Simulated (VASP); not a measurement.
Input of a VASP 6.6.1 run:

The input INCAR:

```
ALGO = Normal
EDIFF = 1E-6
EDIFFG = -0.002
ENCUT = 600
GGA = PS
IBRION = 2
ISIF = 3
ISMEAR = 0
LASPH = T
LCHARG = F
LREAL = F
LWAVE = F
NELM = 80
NSW = 80
PREC = Accurate
PSTRESS = 17.4
SIGMA = 0.01
```

The input KPOINTS:

```
k-points
0
Gamma
  4 4 4
```

File POSCAR:

```
CO2
1.0
    5.4058748019      0.0000000000      0.0000000000
    0.0000000000      5.4058748019      0.0000000000
    0.0000000000      0.0000000000      5.4058748019
C O
4 8
Direct
    0.0000000000      0.0000000000      0.0000000000
    0.5000000000      0.0000000000      0.5000000000
    0.5000000000      0.5000000000      0.0000000000
    0.0000000000      0.5000000000      0.5000000000
    0.1244143774      0.1244143774      0.1244143774
    0.3755856226      0.8755856226      0.6244143774
    0.6244143774      0.3755856226      0.8755856226
    0.8755856226      0.6244143774      0.3755856226
    0.8755856226      0.8755856226      0.8755856226
    0.6244143774      0.1244143774      0.3755856226
    0.3755856226      0.6244143774      0.1244143774
    0.1244143774      0.3755856226      0.6244143774
```

Potentials or basis: VASP PAW PBE potentials, release 64 (C, O).

The run is started by

```console
$ cat potpaw_PBE.64/C/POTCAR potpaw_PBE.64/O/POTCAR > POTCAR
$ mpirun -np 1 vasp_std > vasp.out
```

(1) Estimate the relaxed cell.

(2) Estimate the space group after relaxing (to 0.1 Å).

(3) Estimate the band gap on the k mesh.

(4) What does it give for the relaxed volume?

Answers

(1) a = 5.337 Å, b = 5.337 Å, c = 5.337 Å, α = 90.00°, β = 90.00°, γ = 90.00°.

(2) Pa-3 (No. 205).

(3) 6.79 eV.

(4) 12.67 Å³/atom.

Caveat: the cell is relaxed towards a set pressure, so the run minimises the enthalpy, not the energy; this functional lacks dispersion, which holds the molecules together, so the pressure and a relaxed volume are unreliable; the PAW data sets were made with another functional, which shifts forces and pressure a little.
